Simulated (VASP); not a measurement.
KI, 2 atoms in the cell. It takes space group I-4m2 (No. 119, tetragonal). The conventional cell has a = 5.276 Å, b = 5.276 Å, c = 8.684 Å, α = 90.00°, β = 90.00°, γ = 90.00°. K (site symmetry -4m2) has 4 I at 3.42 Å within 4.5 Å. I (site symmetry -4m2) has 4 K at 3.42 Å within 4.5 Å.  This cell differs from its parent crystal: epitaxial xy strain -5.9%.

- Program: VASP 6.6.1
- Task: single point
- Functional: PBE
- Potentials or basis: VASP PAW PBE potentials, release 64 (K_sv, I)
- Cutoff: 520 eV
- k mesh: 6 × 6 × 6
- Occupations: fermi-dirac, width 0.02 eV
- Spin: no spin polarisation
- Dipole correction: no
- Further INCAR settings: ALGO = Normal; EDIFF = 1e-07; NBANDS = 15

Potentials or basis: VASP PAW PBE potentials, release 64 (K_sv, I).

Run with:

```bash
$ cat potpaw_PBE.64/K_sv/POTCAR potpaw_PBE.64/I/POTCAR > POTCAR
$ mpirun -np 1 vasp_std > vasp.out
```

Hardware: 1 thread of Intel Xeon 8259CL, with other jobs on the host.

Q: Estimate the wall time of this run.

A: Wall time 2.3 min on 1 thread of Intel Xeon 8259CL (shared host), peak memory 0.3 GiB. Counts: scf iterations 15, k points 30.
